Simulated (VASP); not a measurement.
**Nb3Pd: single point with LDA**

The system is Nb3Pd.

```
CELL_PARAMETERS angstrom
1.72259 -2.21736 0.00000
1.72259 2.21736 0.00000
0.00000 0.00000 9.07671
ATOMIC_POSITIONS crystal
Nb 0.50000 0.50000 0.76021
Nb 0.50000 0.50000 0.23979
Nb 0.00000 0.00000 0.50000
Pd 0.00000 0.00000 0.00000
```

| Item | Value |
| --- | --- |
| Program | VASP 6.6.1 |
| Task | single point |
| Functional | LDA |
| Potentials or basis | VASP PAW LDA potentials, release 64 (Nb_sv, Pd) |
| Cutoff | 500 eV |
| k mesh | 9 × 9 × 3 |
| Occupations | methfessel-paxton, width 0.15 eV |
| Spin | no spin polarisation |
| Dipole correction | no |
| Further INCAR settings | ALGO = Normal; EDIFF = 1e-06; NBANDS = 32 |

The pressure is -11.3 GPa, the largest force is 0.062 eV/Å and the band gap on the k mesh is zero (an odd number of electrons rules out a gap without spin polarisation).

Forces on the atoms (eV/Å):
```
Nb   0.000  0.000  0.062
Nb   0.000  0.000 -0.062
Nb   0.000  0.000  0.000
Pd   0.000  0.000  0.000
```

Stress tensor (GPa, compression positive):
```
-11.45   0.00   0.00
  0.00 -11.34   0.00
  0.00   0.00 -11.00
```

Levels at points of the mesh, in eV from the Fermi level:
```csv
k point,band 21,band 22,band 23,band 24,band 25,band 26,band 27,band 28
"(0.00, 0.00, 0.00)",-1.91,-1.62,-1.55,-0.66,-0.26,0.47,1.43,2.08
```

Wall time 81 s on 1 thread of Intel(R) Xeon(R) Platinum 8375C CPU @ 2.90GHz (Ice Lake), on a shared host, peak memory 0.21 GiB.

Caveat: the cell stands under tension.
